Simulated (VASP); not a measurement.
# Mo: single point with PBEsol

Mo:

```
CELL_PARAMETERS angstrom
2.80659 0.00000 0.00000
-1.40330 2.43058 0.00000
0.00000 0.00000 2.62158
ATOMIC_POSITIONS crystal
Mo 0.00000 0.00000 0.50000
```

```yaml
Program: VASP 6.6.1
Task: single point
Functional: PBEsol
Potentials_or_basis: VASP PAW PBE potentials, release 64 (Mo_sv)
Cutoff: 520 eV
k_mesh: 12 × 12 × 11
Occupations: methfessel-paxton, width 0.05 eV
Spin: no spin polarisation
Dipole_correction: no
Further_INCAR_settings: ALGO = Normal; EDIFF = 1e-06; NBANDS = 13
```

* Pressure: -17.9 GPa
* Band gap on the k mesh: zero (band 7 reaches 11.17 eV, above the bottom of band 8 at 9.54 eV)

Stress tensor (GPa, compression positive):
```
-15.72   0.00   0.00
  0.00 -15.72   0.00
  0.00   0.00 -22.17
```

Levels at points of the mesh, in eV from the Fermi level:
| k point | band 3 | band 4 | band 5 | band 6 | band 7 | band 8 | band 9 | band 10 | band 11 | band 12 |
| --- | --- | --- | --- | --- | --- | --- | --- | --- | --- | --- |
| (0.00, 0.00, 0.00) | -34.43 | -34.42 | -6.61 | -3.99 | -0.82 | -0.82 | 3.63 | 3.63 | 12.89 | 15.04 |
| (0.50, 0.00, 0.00) | -34.68 | -34.30 | -4.54 | -2.99 | 0.82 | 0.87 | 3.04 | 3.95 | 9.15 | 12.76 |

It took 7.2 s on 1 thread of Intel(R) Xeon(R) 6975P-C (Granite Rapids), on a shared host, peak memory 0.15 GiB.

Caveat: the PAW data sets were made with another functional, which shifts forces and pressure a little.
